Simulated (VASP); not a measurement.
# AgCl (P1) in VASP: further runs

Runs on AgCl. Level: PBEsol. Tasks: single point.

Everything below comes from runs of VASP 6.6.1. Logs are shortened: lines on timing, memory, paths and dates and some standing lists are left out, and cuts for length are marked.

## (1) The cell of the first run

The typed cell holds 16 atoms: a = 7.844 Å, b = 7.844 Å, c = 7.844 Å, α = 60.00°, β = 60.00°, γ = 60.00°.

## (2) Single point, PBEsol

INCAR

```
SYSTEM = AgCl
PREC     = Accurate       ! precision mode
ENCUT    = 520            ! plane-wave cutoff, eV
EDIFF    = 1E-6           ! SCF threshold, eV
ISMEAR   = -1             ! smearing method
SIGMA    = 0.02           ! smearing width, eV
LREAL    = Auto         
LASPH    = .True.         ! aspherical terms in the spheres
NELM     = 100            ! most SCF steps
ALGO     = Normal         ! electronic algorithm
ISIF     = 2              ! what is computed and relaxed
LWAVE    = .False.        ! write WAVECAR
LCHARG   = .True.         ! write CHGCAR
GGA      = PS             ! functional
LELF     = .True.         ! ELF
LVHAR    = .True.       
NBANDS   = 86             ! bands
```

KPOINTS

```
regular mesh
0
Gamma
  2 2 2
  0 0 0
```

POSCAR

```
AgCl
1.0
    0.0000000000      5.5463451273      5.5463451273
    5.5463451273      0.0000000000      5.5463451273
    5.5463451273      5.5463451273      0.0000000000
Ag Cl
8 8
Direct
    0.0005448633      0.0007193927      0.0016899417
   -0.0032043624      0.0009762285      0.5011603923
    0.0052961003      0.4933587682     -0.0011091989
    0.0005989530      0.4999600523      0.4989298243
    0.5028008420     -0.0000393052     -0.0042143068
    0.5020674762     -0.0011848343      0.5008827320
    0.4968507976      0.5024615194     -0.0044993594
    0.4963524514      0.5010349944      0.5000287462
    0.2451129471      0.2473832711      0.2612383411
    0.2464154265      0.2474483590      0.7563788231
    0.2485270874      0.7462519740      0.2514580265
    0.2474668396      0.7482367946      0.7568898804
    0.7523948482      0.2491544374      0.2532127857
    0.7528251315      0.2568062332      0.7417217835
    0.7509703966      0.7546008955      0.2525264779
    0.7495329635      0.7487165700      0.7483886063
```

Potentials or basis: VASP PAW PBE potentials, release 64 (Ag, Cl).

The run is started by

```console
$ cat potpaw_PBE.64/Ag/POTCAR potpaw_PBE.64/Cl/POTCAR > POTCAR
$ mpirun -np 1 vasp_std > vasp.out
```

OUTCAR:

```text
SYSTEM = AgCl
   PREC = Accurate
   ENCUT = 520
   EDIFF = 1E-6
   ISMEAR = -1
   LREAL = Auto
   LASPH = .True.
   NELM = 100
   ISIF = 2
   GGA = PS

 ion  position               nearest neighbor table
   1  0.001  0.001  0.002-  10 2.73  15 2.75  12 2.76  11 2.76  13 2.77  14 2.82
   2  0.997  0.001  0.501-  13 2.73   9 2.74  14 2.75  16 2.77  11 2.80  12 2.81
   3  0.005  0.493  0.999-  10 2.71  13 2.76  12 2.76   9 2.79  16 2.81  15 2.86
   4  0.001  0.500  0.499-   9 2.72  14 2.72  11 2.74  15 2.75  16 2.76  10 2.79
   5  0.503  1.000  0.996-  10 2.75  16 2.77  15 2.80  14 2.81  11 2.82   9 2.85
   6  0.502  0.999  0.501-  15 2.73  16 2.75   9 2.76  13 2.78  10 2.80  12 2.80
[... 8 lines left out ...]
  15  0.751  0.755  0.253-   6 2.73   1 2.75   4 2.75   5 2.80   8 2.82   3 2.86
  16  0.750  0.749  0.748-   6 2.75   4 2.76   5 2.77   7 2.77   2 2.77   3 2.81

  LATTYP: Found a face centered cubic cell.
 ALAT       =    11.0926902546

  Lattice vectors:

 A1 = (   0.0000000000,   5.5463451273,   5.5463451273)
 A2 = (   5.5463451273,   0.0000000000,   5.5463451273)
 A3 = (   5.5463451273,   5.5463451273,   0.0000000000)

Analysis of symmetry for initial positions (statically):
=====================================================================
 Subroutine PRICEL returns:
 Original cell was already a primitive cell.

 Routine SETGRP: Setting up the symmetry group for a
 face centered cubic supercell.

 Subroutine GETGRP returns: Found  1 space group operations
 (whereof  1 operations were pure point group operations)
 out of a pool of 48 trial point group operations.

The static configuration has the point symmetry C_1 .

Analysis of symmetry for dynamics (positions and initial velocities):
=====================================================================
 Subroutine PRICEL returns:
 Original cell was already a primitive cell.

 Routine SETGRP: Setting up the symmetry group for a
 face centered cubic supercell.

 Subroutine GETGRP returns: Found  1 space group operations
 (whereof  1 operations were pure point group operations)
 out of a pool of 48 trial point group operations.

The dynamic configuration has the point symmetry C_1 .

 Subroutine INISYM returns: Found  1 space group operations
 (whereof  1 operations are pure point group operations),
 and found     1 'primitive' translations

----------------------------------------------------------------------------------------

                                     Primitive cell

  volume of cell :     341.2327

  direct lattice vectors                    reciprocal lattice vectors
     0.000000000  5.546345127  5.546345127    -0.090149457  0.090149457  0.090149457
     5.546345127  0.000000000  5.546345127     0.090149457 -0.090149457  0.090149457
     5.546345127  5.546345127  0.000000000     0.090149457  0.090149457 -0.090149457

  length of vectors
     7.843716501  7.843716501  7.843716501     0.156143439  0.156143439  0.156143439

  position of ions in fractional coordinates (direct lattice)
     0.000544863  0.000719393  0.001689942
     0.996795638  0.000976229  0.501160392
     0.005296100  0.493358768  0.998890801
     0.000598953  0.499960052  0.498929824
     0.502800842  0.999960695  0.995785693
     0.502067476  0.998815166  0.500882732
[... 8 lines left out ...]
     0.750970397  0.754600895  0.252526478
     0.749532964  0.748716570  0.748388606

  ion indices of the primitive-cell ions
   primitive index   ion index
                 1           1
                 2           2
                 3           3
                 4           4
                 5           5
                 6           6
[... 8 lines left out ...]
                15          15
                16          16

----------------------------------------------------------------------------------------

 KPOINTS: regular mesh

Automatic generation of k-mesh.
 Grid dimensions read from file:
 generate k-points for:    2    2    2

 Generating k-lattice:

  Cartesian coordinates                     Fractional coordinates (reciprocal lattice)
    -0.045074728  0.045074728  0.045074728     0.500000000  0.000000000  0.000000000
     0.045074728 -0.045074728  0.045074728     0.000000000  0.500000000  0.000000000
     0.045074728  0.045074728 -0.045074728     0.000000000  0.000000000  0.500000000

  Length of vectors
     0.078071720  0.078071720  0.078071720

  Shift w.r.t. Gamma in fractional coordinates (k-lattice)
     0.000000000  0.000000000  0.000000000

 Subroutine IBZKPT returns following result:
 ===========================================

 Found      8 irreducible k-points:

 Following reciprocal coordinates:
            Coordinates               Weight
  0.000000  0.000000  0.000000      1.000000
  0.500000  0.000000  0.000000      1.000000
  0.000000  0.500000  0.000000      1.000000
  0.000000  0.000000  0.500000      1.000000
  0.500000  0.500000  0.500000      1.000000
  0.500000  0.500000  0.000000      1.000000
  0.000000  0.500000  0.500000      1.000000
  0.500000  0.000000  0.500000      1.000000
   k-points           NKPTS =      8   k-points in BZ     NKDIM =      8   number of bands    NBANDS=     86
   number of dos      NEDOS =    301   number of ions     NIONS =     16
   total plane-waves  NPLWV = 216000
   dimension x,y,z NGX =    60 NGY =   60 NGZ =   60
   dimension x,y,z NGXF=   120 NGYF=  120 NGZF=  120
   ions per type =               8   8
   NGX,Y,Z   is equivalent  to a cutoff of  12.72, 12.72, 12.72 a.u.
   NGXF,Y,Z  is equivalent  to a cutoff of  25.43, 25.43, 25.43 a.u.
 SYSTEM =  AgCl
   PREC   = accura    normal or accurate (medium, high low for compatibility)
   ISTART =      0    job   : 0-new  1-cont  2-samecut
   ICHARG =      2    charge: 1-file 2-atom 10-const
   ISPIN  =      1    spin polarized calculation?
   LNONCOLLINEAR =      F non collinear calculations
   LSORBIT =      F    spin-orbit coupling
   LASPH  =      T    aspherical Exc in radial PAW
   ENCUT  =  520.0 eV  38.22 Ry    6.18 a.u.  14.58 14.58 14.58*2*pi/ulx,y,z
   NELM   =    100;   NELMIN=  2; NELMDL= -5     # of ELM steps
   EDIFF  = 0.1E-05   stopping-criterion for ELM
   LREAL  =      T    real-space projection
   EDIFFG = 0.1E-04   stopping-criterion for IOM
   NSW    =      0    number of steps for IOM
   IBRION =     -1    ionic relax: 0-MD 1-quasi-New 2-CG
   NFREE  =      0    steps in history (QN), initial steepest desc. (CG)
   ISIF   =      2    stress and relaxation
   ISYM   =      2    0-nonsym 1-usesym 2-fastsym
   POTIM  = 0.5000    time-step for ionic-motion
   TEBEG  =    0.0;   TEEND  =   0.0 temperature during run
   PSTRESS=    0.0 pullay stress
   NELECT =     144.0000    total number of electrons
   NUPDOWN=      -1.0000    fix difference up-down
   EMIN   =  10.00;   EMAX   =-10.00  energy-range for DOS
   EFERMI =   0.00;   METHOD = LEGACY
   ISMEAR =    -1;   SIGMA  =   0.02  broadening in eV -4-tet -1-fermi 0-gaus
   EFERMI_NEDOS =   21; number of points for ismear=-14 and -15
   IALGO  =     38    algorithm
   IMIX   =      4    mixing-type and parameters
     AMIX     =   0.40;   BMIX     =  1.00
     AMIX_MAG =   1.60;   BMIX_MAG =  1.00
  volume/ion in A,a.u.               =      21.33       143.92
  Fermi-wavevector in a.u.,A,eV,Ry     =   1.227945  2.320479 20.515517  1.507848
  Thomas-Fermi vector in A             =   2.362889
   LORBIT       =      0    0 simple, 1 ext, 2 COOP (PROOUT), +10 PAW based schemes
   GGA     = PS    functional components
   LHFCALC =     F    Hartree Fock is set to
   AEXX    =    0.0000 exact exchange contribution
   IVDW    =     0    specifies the selected vdW correction
   LEPSILON=     F    determine dielectric tensor
   LRPA    =     F    only Hartree local field effects (RPA)
 non-spin polarized calculation
  energy-cutoff  :      520.00
  volume of cell :      341.23
 maximum number of plane-waves:      9257
 NGX is ok and might be reduce to    60
   NGX = 29   NGY = 29   NGZ = 29

 number of electron     144.0000006 magnetization

 Free energy of the ion-electron system (eV)
  ---------------------------------------------------
  ext. energy  EPLUGINS =         0.00000000
  ---------------------------------------------------
  free energy    TOTEN  =       -48.19815207 eV

  energy without entropy =      -48.19815206  energy(sigma->0) =      -48.19815206

 E-fermi :   4.1061     XC(G=0): -10.2114

 val. band max:        3.7296579008   @ k =   0.0000   0.0000   0.0000
 cond. band min:       4.4488320762   @ k =   0.0000   0.0000   0.0000
 fundamental gap:      0.7191741754
 Fermi energy:         4.1060727571

 k-point     1 :       0.0000    0.0000    0.0000
  band No.  band energies     occupation
      1     -11.4213      2.00000
      2     -11.0081      2.00000
      3     -10.9705      2.00000
      4     -10.9663      2.00000
      5     -10.9621      2.00000
      6     -10.9431      2.00000
[... 76 lines left out ...]
     83      10.1521      0.00000
     84      10.1602      0.00000

 k-point     2 :       0.5000    0.0000    0.0000
  band No.  band energies     occupation
      1     -11.2217      2.00000
      2     -11.1888      2.00000
      3     -10.9987      2.00000
      4     -10.9660      2.00000
      5     -10.9613      2.00000
      6     -10.9515      2.00000
[... 76 lines left out ...]
     83      10.1104      0.00000
     84      10.1474      0.00000

 k-point     3 :       0.0000    0.5000    0.0000
  band No.  band energies     occupation
      1     -11.2151      2.00000
      2     -11.1968      2.00000
      3     -10.9963      2.00000
      4     -10.9695      2.00000
      5     -10.9584      2.00000
      6     -10.9505      2.00000
[... 76 lines left out ...]
     83      10.1157      0.00000
     84      10.1310      0.00000

 k-point     4 :       0.0000    0.0000    0.5000
  band No.  band energies     occupation
      1     -11.2272      2.00000
      2     -11.1814      2.00000
      3     -11.0021      2.00000
      4     -10.9691      2.00000
      5     -10.9596      2.00000
      6     -10.9493      2.00000
[... 76 lines left out ...]
     83      10.0914      0.00000
     84      10.1649      0.00000

 k-point     5 :       0.5000    0.5000    0.5000
  band No.  band energies     occupation
      1     -11.2237      2.00000
      2     -11.1863      2.00000
      3     -11.0000      2.00000
      4     -10.9682      2.00000
      5     -10.9577      2.00000
      6     -10.9484      2.00000
[... 76 lines left out ...]
     83      10.1121      0.00000
     84      10.1396      0.00000

 k-point     6 :       0.5000    0.5000    0.0000
  band No.  band energies     occupation
      1     -11.1740      2.00000
      2     -11.1559      2.00000
      3     -11.0185      2.00000
      4     -11.0077      2.00000
      5     -10.9990      2.00000
      6     -10.9860      2.00000
[... 76 lines left out ...]
     83       9.5765      0.00000
     84       9.5995      0.00000

 k-point     7 :       0.0000    0.5000    0.5000
  band No.  band energies     occupation
      1     -11.1717      2.00000
      2     -11.1584      2.00000
      3     -11.0158      2.00000
      4     -11.0101      2.00000
      5     -10.9980      2.00000
      6     -10.9882      2.00000
[... 76 lines left out ...]
     83       9.5707      0.00000
     84       9.6007      0.00000

 k-point     8 :       0.5000    0.0000    0.5000
  band No.  band energies     occupation
      1     -11.1749      2.00000
      2     -11.1561      2.00000
      3     -11.0122      2.00000
      4     -11.0064      2.00000
      5     -10.9991      2.00000
      6     -10.9937      2.00000
[... 76 lines left out ...]
     83       9.5648      0.00000
     84       9.5848      0.00000
 [bands above 84 left out]

------------------------ aborting loop because EDIFF is reached ----------------------------------------

  FORCE on cell =-STRESS in cart. coord.  units (eV):
  Direction    XX          YY          ZZ          XY          YZ          ZX
  --------------------------------------------------------------------------------------
  -------------------------------------------------------------------------------------
  Total       -5.2568258     -5.3396324     -5.3435153     -0.0073161     -0.0044292     -0.0001780
  in kB      -24.6821789    -25.0709778    -25.0892093     -0.0343509     -0.0207961     -0.0008359
  external PRESSURE =     -24.9474553 kB  Pullay stress =       0.0000000 kB

 VOLUME and BASIS-vectors are now :
 -----------------------------------------------------------------------------
  energy-cutoff  :      520.00
  volume of cell :      341.23
      direct lattice vectors                 reciprocal lattice vectors
     0.000000000  5.546345127  5.546345127    -0.090149457  0.090149457  0.090149457
     5.546345127  0.000000000  5.546345127     0.090149457 -0.090149457  0.090149457
     5.546345127  5.546345127  0.000000000     0.090149457  0.090149457 -0.090149457

 POSITION                                       TOTAL-FORCE (eV/Angst)
 -----------------------------------------------------------------------------------
      0.01336      0.01239      0.00701         0.006915     -0.037447     -0.035756
      2.78502      8.30818      5.53399        -0.028875      0.039625     -0.008942
      8.27653      5.56957      2.76571         0.097923     -0.012654      0.001866
      5.54019      2.77056      2.77627         0.009183     -0.003034      0.019751
     11.06910      8.31168      8.33483         0.031139      0.053718     -0.003107
      8.31784      5.56271      8.32441         0.003998     -0.022364     -0.007091
[... 8 lines left out ...]
      5.58588      5.56574      8.35042        -0.069469     -0.159350     -0.020829
      8.30346      8.30799      8.30981         0.071249      0.047354      0.024196
 -----------------------------------------------------------------------------------
    total drift:                               -0.002135      0.005218      0.004769

  FREE ENERGIE OF THE ION-ELECTRON SYSTEM (eV)
  ---------------------------------------------------
  free  energy   TOTEN  =       -48.1981520662 eV

  energy  without entropy=      -48.1981520592  energy(sigma->0) =      -48.19815206
```

Wall time 13 min (1 thread of Oxide Virtual Turin-like, shared host); peak memory 0.52 GiB.

What came out:

* Free energy: -48.1982 eV
* Pressure: -2.5 GPa
* Largest force: 0.175 eV/Å
* Band gap on the k mesh: 0.72 eV

Forces on the atoms (eV/Å):
```
Ag   0.007 -0.037 -0.036
Ag  -0.029  0.040 -0.009
Ag   0.098 -0.013  0.002
Ag   0.009 -0.003  0.020
Ag   0.031  0.054 -0.003
Ag   0.004 -0.022 -0.007
Ag  -0.003  0.084 -0.027
Ag   0.002 -0.006  0.038
Cl  -0.132  0.015  0.063
Cl  -0.044  0.067  0.033
Cl   0.014  0.101  0.068
Cl  -0.050 -0.071 -0.035
Cl   0.020 -0.105  0.025
Cl   0.072  0.010 -0.135
Cl  -0.069 -0.159 -0.021
Cl   0.071  0.047  0.024
```

Caveat: the k points lie up to 0.49 Å⁻¹ apart; the atoms stand as in a frame of molecular dynamics; the PAW data sets were made with another functional, which shifts forces and pressure a little.

(Part 1 of 2 ends here.)
